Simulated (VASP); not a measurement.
# HgTe (R3m) in VASP: a series of runs

The runs below take HgTe through single point, with PBEsol.

Program: VASP 6.6.1. These are calculated values, not measurements. Logs are shortened: lines on timing, memory, paths and dates and some standing lists are left out, and cuts for length are marked.

**1. The cell of the first run**

The structure is trigonal, space group R3m (No. 160). Conventional cell: a = 4.626 Å, b = 4.626 Å, c = 11.238 Å, α = 90.00°, β = 90.00°, γ = 120.00°. Within 3.7 Å of Te (site symmetry 3m) lie 4 Hg at 2.82 to 2.83 Å. Within 3.7 Å of Hg (site symmetry 3m) lie 4 Te at 2.82 to 2.83 Å.

**2. Single point, PBEsol**

Input file INCAR:

```
  ALGO = Normal
  EDIFF = 1E-6
  ENCUT = 500
  GGA = PS
  GGA_COMPAT = False
  ISIF = 2
  ISMEAR = 0
  LASPH = True
  LCHARG = False
  LREAL = False
  LWAVE = False
  NBANDS = 16
  NELM = 120
  PREC = Accurate
  SIGMA = 0.1
```

Input file KPOINTS:

```
k-points
0
Gamma
  9 9 9
```

Input file POSCAR:

```
HgTe
1.0
    4.6255804171      0.0000000000      0.0000000000
   -2.3127902085      4.0058701484      0.0000000000
    2.3127902085      1.3352900495      3.7459338233
Te Hg
1 1
Direct
    0.0013884390      0.5006942195      0.4979173414
    0.4986115610      0.2493057805      0.2520826586
```

Potentials or basis: VASP PAW PBE potentials, release 64 (Te, Hg).

Started as:

```console
cat potpaw_PBE.64/Te/POTCAR potpaw_PBE.64/Hg/POTCAR > POTCAR
mpirun -np 1 vasp_std > vasp.out
```

OUTCAR:

```text
EDIFF = 1E-6
   ENCUT = 500
   GGA = PS
   ISIF = 2
   ISMEAR = 0
   LASPH = True
   LREAL = False
   NELM = 120
   PREC = Accurate

 ion  position               nearest neighbor table
   1  0.001  0.501  0.498-   2 2.82   2 2.82   2 2.82   2 2.83
   2  0.499  0.249  0.252-   1 2.82   1 2.82   1 2.82   1 2.83

  LATTYP: Found a trigonal (rhomboedric) cell.
 ALAT       =     4.6004367482
 COS(alpha) =     0.4945195681

  Lattice vectors:

 A1 = (  -2.3127902086,   1.3352900495,   3.7459338233)
 A2 = (  -0.0000000001,  -2.6705800989,   3.7459338233)
 A3 = (   2.3127902085,   1.3352900495,   3.7459338233)

Analysis of symmetry for initial positions (statically):
=====================================================================
 Subroutine PRICEL returns:
 Original cell was already a primitive cell.

 Routine SETGRP: Setting up the symmetry group for a
 trigonal (rhombohedral) supercell.

 Subroutine GETGRP returns: Found  6 space group operations
 (whereof  6 operations were pure point group operations)
 out of a pool of 12 trial point group operations.

The static configuration has the point symmetry C_3v.

Analysis of symmetry for dynamics (positions and initial velocities):
=====================================================================
 Subroutine PRICEL returns:
 Original cell was already a primitive cell.

 Routine SETGRP: Setting up the symmetry group for a
 trigonal (rhombohedral) supercell.

 Subroutine GETGRP returns: Found  6 space group operations
 (whereof  6 operations were pure point group operations)
 out of a pool of 12 trial point group operations.

The dynamic configuration has the point symmetry C_3v.

 Subroutine INISYM returns: Found  6 space group operations
 (whereof  6 operations are pure point group operations),
 and found     1 'primitive' translations

----------------------------------------------------------------------------------------

                                     Primitive cell

  volume of cell :      69.4102

  direct lattice vectors                    reciprocal lattice vectors
     4.625580417  0.000000000  0.000000000     0.216189085  0.124816827 -0.177970754
    -2.312790209  4.005870148  0.000000000     0.000000000  0.249633653 -0.088985377
     2.312790209  1.335290049  3.745933823     0.000000000  0.000000000  0.266956131

  length of vectors
     4.625580417  4.625580417  4.600436748     0.306578783  0.265019543  0.266956131

  position of ions in fractional coordinates (direct lattice)
     0.001388439  0.500694219  0.497917341
     0.498611561  0.249305781  0.252082659

  ion indices of the primitive-cell ions
   primitive index   ion index
                 1           1
                 2           2

----------------------------------------------------------------------------------------

 KPOINTS: k-points

Automatic generation of k-mesh.
 Grid dimensions read from file:
 generate k-points for:    9    9    9

 Generating k-lattice:

  Cartesian coordinates                     Fractional coordinates (reciprocal lattice)
     0.024021009  0.013868536 -0.019774528     0.111111111  0.000000000  0.000000000
     0.000000000  0.027737073 -0.009887264     0.000000000  0.111111111  0.000000000
     0.000000000  0.000000000  0.029661792     0.000000000  0.000000000  0.111111111

  Length of vectors
     0.034064309  0.029446616  0.029661792

  Shift w.r.t. Gamma in fractional coordinates (k-lattice)
     0.000000000  0.000000000  0.000000000

 Subroutine IBZKPT returns following result:
 ===========================================

 Found     85 irreducible k-points:

 Following reciprocal coordinates:
            Coordinates               Weight
  0.000000  0.000000  0.000000      1.000000
  0.111111  0.000000  0.000000      6.000000
  0.222222  0.000000  0.000000      6.000000
  0.333333  0.000000  0.000000      6.000000
  0.444444  0.000000  0.000000      6.000000
  0.000000  0.111111  0.000000      6.000000
[... 16 lines left out ...]
  0.222222  0.444444  0.000000     12.000000
 -0.333333  0.444444  0.000000     12.000000
 [... further k-points ...]
   k-points           NKPTS =     85   k-points in BZ     NKDIM =     85   number of bands    NBANDS=     16
   number of dos      NEDOS =    301   number of ions     NIONS =      2
   total plane-waves  NPLWV =  46656
   dimension x,y,z NGX =    36 NGY =   36 NGZ =   36
   dimension x,y,z NGXF=    72 NGYF=   72 NGZF=   72
   ions per type =               1   1
   NGX,Y,Z   is equivalent  to a cutoff of  12.94, 12.94, 13.01 a.u.
   NGXF,Y,Z  is equivalent  to a cutoff of  25.88, 25.88, 26.02 a.u.
 SYSTEM =  unknown system
   PREC   = accura    normal or accurate (medium, high low for compatibility)
   ISTART =      0    job   : 0-new  1-cont  2-samecut
   ICHARG =      2    charge: 1-file 2-atom 10-const
   ISPIN  =      1    spin polarized calculation?
   LNONCOLLINEAR =      F non collinear calculations
   LSORBIT =      F    spin-orbit coupling
   LASPH  =      T    aspherical Exc in radial PAW
   ENCUT  =  500.0 eV  36.75 Ry    6.06 a.u.   8.43  8.43  8.39*2*pi/ulx,y,z
   NELM   =    120;   NELMIN=  2; NELMDL= -5     # of ELM steps
   EDIFF  = 0.1E-05   stopping-criterion for ELM
   LREAL  =      F    real-space projection
   EDIFFG = 0.1E-04   stopping-criterion for IOM
   NSW    =      0    number of steps for IOM
   IBRION =     -1    ionic relax: 0-MD 1-quasi-New 2-CG
   NFREE  =      0    steps in history (QN), initial steepest desc. (CG)
   ISIF   =      2    stress and relaxation
   ISYM   =      2    0-nonsym 1-usesym 2-fastsym
   POTIM  = 0.5000    time-step for ionic-motion
   TEBEG  =    0.0;   TEEND  =   0.0 temperature during run
   PSTRESS=    0.0 pullay stress
   NELECT =      18.0000    total number of electrons
   NUPDOWN=      -1.0000    fix difference up-down
   EMIN   =  10.00;   EMAX   =-10.00  energy-range for DOS
   EFERMI =   0.00;   METHOD = LEGACY
   ISMEAR =     0;   SIGMA  =   0.10  broadening in eV -4-tet -1-fermi 0-gaus
   EFERMI_NEDOS =   21; number of points for ismear=-14 and -15
   IALGO  =     38    algorithm
   IMIX   =      4    mixing-type and parameters
     AMIX     =   0.40;   BMIX     =  1.00
     AMIX_MAG =   1.60;   BMIX_MAG =  1.00
  volume/ion in A,a.u.               =      34.71       234.20
  Fermi-wavevector in a.u.,A,eV,Ry     =   1.043978  1.972832 14.828849  1.089890
  Thomas-Fermi vector in A             =   2.178711
   LORBIT       =      0    0 simple, 1 ext, 2 COOP (PROOUT), +10 PAW based schemes
   GGA     = PS    functional components
   LHFCALC =     F    Hartree Fock is set to
   AEXX    =    0.0000 exact exchange contribution
   IVDW    =     0    specifies the selected vdW correction
   LEPSILON=     F    determine dielectric tensor
   LRPA    =     F    only Hartree local field effects (RPA)
 non-spin polarized calculation
 Gauss-broadening in eV      SIGMA  =   0.10
  energy-cutoff  :      500.00
  volume of cell :       69.41
 maximum number of plane-waves:      1807
 NGX is ok and might be reduce to    36
   NGX = 17   NGY = 17   NGZ = 17

 number of electron      18.0000002 magnetization

 Free energy of the ion-electron system (eV)
  ---------------------------------------------------
  ext. energy  EPLUGINS =         0.00000000
  ---------------------------------------------------
  free energy    TOTEN  =        -4.37586604 eV

  energy without entropy =       -4.37560065  energy(sigma->0) =       -4.37573335

 E-fermi :   2.7056     XC(G=0):  -8.8118

 val. band max:        2.6892175765   @ k =   0.0000   0.0000   0.0000
 cond. band min:       3.1897955360   @ k =   0.0000   0.0000   0.1111
 fundamental gap:      0.5005779594
 Fermi energy:         2.7055671747

 k-point     1 :       0.0000    0.0000    0.0000
  band No.  band energies     occupation
      1      -9.1633      2.00000
      2      -4.5253      2.00000
      3      -4.5253      2.00000
      4      -4.5151      2.00000
      5      -4.0193      2.00000
      6      -4.0193      2.00000
[... 8 lines left out ...]
     15      12.1599      0.00000
     16      12.1599      0.00000

 k-point     2 :       0.1111    0.0000    0.0000
  band No.  band energies     occupation
      1      -9.0852      2.00000
      2      -4.5142      2.00000
      3      -4.4934      2.00000
      4      -4.4862      2.00000
      5      -4.0309      2.00000
      6      -4.0124      2.00000
[... 8 lines left out ...]
     15      10.5912      0.00000
     16      12.2247      0.00000

 k-point     3 :       0.2222    0.0000    0.0000
  band No.  band energies     occupation
      1      -8.8787      2.00000
      2      -4.4703      2.00000
      3      -4.4065      2.00000
      4      -4.4011      2.00000
      5      -4.0474      2.00000
      6      -3.9949      2.00000
[... 8 lines left out ...]
     15      12.0064      0.00000
     16      12.4095      0.00000

 k-point     4 :       0.3333    0.0000    0.0000
  band No.  band energies     occupation
      1      -8.6274      2.00000
      2      -4.3878      2.00000
      3      -4.2948      2.00000
      4      -4.2916      2.00000
      5      -3.9800      2.00000
      6      -3.9748      2.00000
[... 8 lines left out ...]
     15      12.6744      0.00000
     16      14.0652      0.00000
[... 324 lines left out ...]
 k-point    22 :       0.1111    0.4444    0.0000
  band No.  band energies     occupation
      1      -8.5946      2.00000
      2      -4.3935      2.00000
      3      -4.3824      2.00000
      4      -4.0209      2.00000
      5      -4.0034      2.00000
      6      -3.7333      2.00000
[... 8 lines left out ...]
     15      12.1602      0.00000
     16      12.2795      0.00000

 k-point    23 :       0.2222    0.4444    0.0000
  band No.  band energies     occupation
      1      -8.5685      2.00000
      2      -4.3688      2.00000
      3      -4.3497      2.00000
      4      -4.0502      2.00000
      5      -4.0245      2.00000
      6      -3.8299      2.00000
[... 8 lines left out ...]
     15      11.2025      0.00000
     16      12.8296      0.00000

 k-point    24 :      -0.3333    0.4444    0.0000
  band No.  band energies     occupation
      1      -8.6812      2.00000
      2      -4.4047      2.00000
      3      -4.3996      2.00000
      4      -4.0913      2.00000
      5      -4.0230      2.00000
      6      -3.9737      2.00000
[... 8 lines left out ...]
     15      11.1778      0.00000
     16      12.6467      0.00000

 [... further k-points ...]

------------------------ aborting loop because EDIFF is reached ----------------------------------------

  FORCE on cell =-STRESS in cart. coord.  units (eV):
  Direction    XX          YY          ZZ          XY          YZ          ZX
  --------------------------------------------------------------------------------------
  -------------------------------------------------------------------------------------
  Total       -0.1110723     -0.1110723      0.0164177     -0.0000000      0.0000000     -0.0000000
  in kB       -2.5638529     -2.5638529      0.3789654     -0.0000000      0.0000000     -0.0000000
  external PRESSURE =      -1.5829135 kB  Pullay stress =       0.0000000 kB

 VOLUME and BASIS-vectors are now :
 -----------------------------------------------------------------------------
  energy-cutoff  :      500.00
  volume of cell :       69.41
      direct lattice vectors                 reciprocal lattice vectors
     4.625580417  0.000000000  0.000000000     0.216189085  0.124816827 -0.177970754
    -2.312790209  4.005870148  0.000000000     0.000000000  0.249633653 -0.088985377
     2.312790209  1.335290049  3.745933823     0.000000000  0.000000000  0.266956131

 POSITION                                       TOTAL-FORCE (eV/Angst)
 -----------------------------------------------------------------------------------
     -0.00000      2.67058      1.86517        -0.000000      0.000000      0.008291
      2.31279      1.33529      0.94428         0.000000     -0.000000     -0.008291
 -----------------------------------------------------------------------------------
    total drift:                               -0.000000      0.000000     -0.000175

  FREE ENERGIE OF THE ION-ELECTRON SYSTEM (eV)
  ---------------------------------------------------
  free  energy   TOTEN  =        -4.3758660378 eV

  energy  without entropy=       -4.3756006541  energy(sigma->0) =       -4.37573335
```

Wall time 2 min (1 thread of Intel Xeon 8259CL, shared host); peak memory 0.26 GiB.

What came out:

```
Free energy            : -4.3759 eV
Pressure               : -0.2 GPa
Largest force          : 0.008 eV/Å
Band gap on the k mesh : 0.04 eV
```

Forces on the atoms (eV/Å):
```
Te   0.000  0.000  0.008
Hg   0.000  0.000 -0.008
```

Caveat: the smearing spreads over this small gap; the PAW data sets were made with another functional, which shifts forces and pressure a little; spin-orbit coupling is left out, which moves the levels of the heavy elements.

**3. Single point, PBEsol, collinear spin, zero start**

Input file INCAR:

```
SYSTEM = HgTe
ALGO = Normal
EDIFF = 1E-6
ENCUT = 500
GGA = PS
GGA_COMPAT = .False.
ISIF = 2
ISMEAR = 0
ISPIN = 2
LASPH = .True.
LCHARG = .False.
LORBIT = 11
LREAL = .False.
LWAVE = .False.
MAGMOM = 0 0
NBANDS = 20
NELM = 200
PREC = Accurate
SIGMA = 0.1
```

Input file KPOINTS:

```
k-points
0
Gamma
  9 9 9
  0 0 0
```

POSCAR is that of step 2.

Potentials or basis: VASP PAW PBE potentials, release 64 (Te, Hg).

Started as:

```console
cat potpaw_PBE.64/Te/POTCAR potpaw_PBE.64/Hg/POTCAR > POTCAR
mpirun -np 1 vasp_std > vasp.out
```

It took 4.6 min on 1 thread of Intel Xeon 8259CL, shared host; peak memory 0.36 GiB.

It converged, with:

```yaml
Free_energy: -4.3759 eV
Pressure: -0.2 GPa
Largest_force: 0.008 eV/Å
Band_gap_on_the_k_mesh: 0.04 eV
Net_moment: 0.00 μB per cell
Valence_electrons_inside_the_program's_atomic_spheres: Te 3.36; Hg 10.50
```

Forces in eV/Å, atoms in the order of the input:
```
Te   0.000  0.000  0.008
Hg   0.000  0.000 -0.008
```

Stress tensor (GPa, compression positive):
```
-0.26  0.00  0.00
 0.00 -0.26  0.00
 0.00  0.00  0.03
```

Levels at points of the mesh, in eV from the valence-band top:
Spin up:
```
           k point  band 5  band 6  band 7  band 8  band 9  band 10  band 11  band 12  band 13  band 14
(0.00, 0.00, 0.00)   -6.67   -6.67   -0.86    0.00    0.00     0.04     4.22     4.22     4.29     6.33
```
Spin down:
| k point | band 6 | band 7 | band 8 | band 9 | band 10 | band 11 | band 12 | band 13 |
| --- | --- | --- | --- | --- | --- | --- | --- | --- |
| (0.00, 0.00, 0.00) | -6.67 | -0.86 | 0.00 | 0.00 | 0.04 | 4.22 | 4.22 | 4.29 |

Caveat: the smearing spreads over this small gap; the PAW data sets were made with another functional, which shifts forces and pressure a little; spin-orbit coupling is left out, which moves the levels of the heavy elements.

The gap in the log of VASP goes by the Fermi energy; the results here count the filled bands.